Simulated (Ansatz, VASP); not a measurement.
## Al: VASP beside Ansatz

INCAR

```
PREC = Accurate ; ENCUT = 500
EDIFF = 1E-6 ; ISMEAR = 0
SIGMA = 0.1 ; LREAL = F
LASPH = T ; NELM = 120
ALGO = Normal ; ISIF = 2
LWAVE = F ; LCHARG = F
GGA = PS ; NBANDS = 10
GGA_COMPAT = F
```

KPOINTS

```
regular mesh
0
Gamma
  8 8 4
```

The input POSCAR:

```
Al
1.0
    1.4020644116     -2.5329384058      0.0000000000
    1.4020644116      2.5329384058      0.0000000000
   -0.2752727796      0.0000000000      4.6198471982
Al
2
Direct
    0.3372401748      0.6627598252      0.7500000000
    0.6627598252      0.3372401748      0.2500000000
```

Input for Ansatz:

```yaml
crystal:
  lattice:
    - [1.4020644116, -2.5329384058, 0.0]
    - [1.4020644116, 2.5329384058, 0.0]
    - [-0.2752727796, 0.0, 4.6198471982]
  atoms:
    - { symbol: Al, position: [0.3372401748, 0.6627598252, 0.75] }
    - { symbol: Al, position: [0.6627598252, 0.3372401748, 0.25] }
basis:
  ecutwfc: 420
kpoints:
  mp_grid: { grid: [8, 8, 4] }
hamiltonian:
  xc: pbesol
scf:
  occupations: { method: gaussian, width: 0.1 }
  lower_state_search: "off"
output:
  forces: true
  stress: true
  eigenvalues: true
```

Change from the starting cell: the structure that the rattled simple cubic type (Pm-3m, No. 221) fell into.

Alike in both runs: task single point; functional PBEsol; k mesh 8 × 8 × 4; occupations gaussian, width 0.1 eV; no spin polarisation.

|  | VASP | Ansatz |
| --- | --- | --- |
| version | VASP 6.6.1 | Ansatz 0.2.0 |
| potentials or method | VASP PAW PBE potentials, release 64 (Al), cutoff 500 eV | scalar-relativistic, plane waves, PAW |
| valence electrons in the cell | 6 | 6 |

Ansatz gave:

| Quantity | Value |
| --- | --- |
| gap on the k mesh at the Fermi level (eV) | none |
| pressure (GPa) | 0.0 |
| traceless stress, the component that is largest in VASP (GPa) | -2.87 |
| rms of the force components (eV/Å) | 0.003 |

What did VASP give for the same quantities?

gap on the k mesh at the Fermi level (eV): none; pressure (GPa): 0.1; traceless stress, the component that is largest in VASP (GPa): -2.87; rms of the force components (eV/Å): 0.003.

VASP's potentials were made for PBE, not for PBEsol. Atom by atom the forces differ by 0.000 eV/Å (rms over components). A gap of «none» marks a metal or a gap that the smearing closes. The functional is the same, so the differences come from potentials, cutoffs and numerics.
